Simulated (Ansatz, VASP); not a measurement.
This is a calculation of ZrB2 for Ansatz 0.2.0.

Contents of input.yaml:

```yaml
crystal:
  lattice:
    - [3.17, 0.0, 0.0]
    - [-1.585, 2.74530053, 0.0]
    - [0.0, 0.0, 3.533]
  atoms:
    - { symbol: Zr, position: [0.0, 0.0, 0.0] }
    - { symbol: B, position: [0.6666666667, 0.3333333333, 0.5] }
    - { symbol: B, position: [0.3333333333, 0.6666666667, 0.5] }
hamiltonian:
  xc: revpbe
  pseudopotentials: { kind: paw }
  dispersion: d3bj
kpoints:
  mp_grid: { grid: [10, 10, 8] }
scf:
  occupations: { method: fermi_dirac, width: 0.05 }
output:
  forces: true
  stress: true
  eigenvalues: true
relax:
  f_tol: 0.01
  max_steps: 40
  cell: { stress_tol: 0.05 }
```

Potentials or basis: Ansatz PAW.

Run with:

```bash
$ ansatz run input.yaml --threads 2 --pin off --max-ram 5632MiB --backend cpu --events-out ev --progress --plain --runs-dir out
```

Task: Translate it to VASP 6.6.1. Potentials there: VASP PAW PBE potentials, release 64 (Zr_sv, B).

Result: As run (the cutoff follows the program's own potentials):

The input INCAR:

```
SYSTEM = ZrB2
  PREC = Accurate
  ENCUT = 600
  EDIFF = 1E-7
  ISMEAR = -1
  SIGMA = 0.05
  LREAL = .FALSE.
  LASPH = .TRUE.
  NELM = 100
  ALGO = Normal
  ISIF = 3
  LWAVE = .FALSE.
  LCHARG = .FALSE.
  GGA = RE
  IVDW = 12
  IBRION = 2
  NSW = 60
  EDIFFG = -0.01
```

The input KPOINTS:

```
regular mesh
0
G
  10 10 8
  0 0 0
```

POSCAR

```
ZrB2
1.0
    3.1700000000      0.0000000000      0.0000000000
   -1.5850000000      2.7453005300      0.0000000000
    0.0000000000      0.0000000000      3.5330000000
Zr B
1 2
Direct
    0.0000000000      0.0000000000      0.0000000000
    0.6666666667      0.3333333333      0.5000000000
    0.3333333333      0.6666666667      0.5000000000
```

Potentials or basis: VASP PAW PBE potentials, release 64 (Zr_sv, B).

Run with:

```sh
$ cat potpaw_PBE.64/Zr_sv/POTCAR potpaw_PBE.64/B/POTCAR > POTCAR
$ mpirun -np 1 vasp_std > vasp.out
```

Both were run:

|  | VASP | Ansatz | Ansatz less VASP |
| --- | --- | --- | --- |
| gap on the k mesh at the Fermi level, each at its own relaxed structure (eV) | none | none | - |
| relaxed volume (Å³/atom) | 9.90 | 9.90 | -0.005 |
| relaxed cell length with the largest relative difference (Å) | 3.131 | 3.131 | -0.0008 |

VASP's potentials were made for PBE, not for revPBE. A gap of «none» marks a metal or a gap that the smearing closes.

Noted on Ansatz's run: the plane-wave basis is chosen anew once the cell has moved, so the energies of steps on either side of that aren't comparable.
